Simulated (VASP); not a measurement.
## Pt: single point with LDA

The system is Pt.

```
Pt
1.0
     2.53490    0.00000    0.00000
    -1.26745    2.19529    0.00000
     0.00000    0.00000    4.37711
Pt
2
Direct
  0.66667 0.33333 0.75000
  0.33333 0.66667 0.25000
```

This isn't the form of Pt at room conditions, which is fcc.

| Quantity | Value |
| --- | --- |
| Program | VASP 6.6.1 |
| Task | single point |
| Functional | LDA |
| Potentials or basis | VASP PAW LDA potentials, release 64 (Pt_sv_GW) |
| Cutoff | 570 eV |
| k mesh | 21 × 21 × 10 |
| Occupations | gaussian, width 0.15 eV |
| Spin | no spin polarisation |

```
Pressure               : 100.7 GPa
Band gap on the k mesh : zero (bands 18 and 19 overlap by 1.98 eV)
```

Stress tensor (GPa, compression positive):
```
105.06   0.00   0.00
  0.00 105.06   0.00
  0.00   0.00  91.95
```

Levels at points of the mesh, in eV from the Fermi level:
```
           k point  band 15  band 16  band 17  band 18  band 19  band 20  band 21  band 22
(0.00, 0.00, 0.00)    -4.60    -2.82    -2.82    -1.79    -0.35    -0.35     6.78    14.35
(0.00, 0.00, 0.50)    -5.17    -5.17    -1.20    -1.20    -1.20    -1.20    13.36    13.36
```

Run time: 60 s on 1 thread of Intel(R) Xeon(R) 6975P-C (Granite Rapids), on a shared host, peak memory 0.27 GiB.

Caveat: the stress differs along the axes, from 92 to 105 GPa; spin-orbit coupling is left out, which moves the levels of the heavy elements.
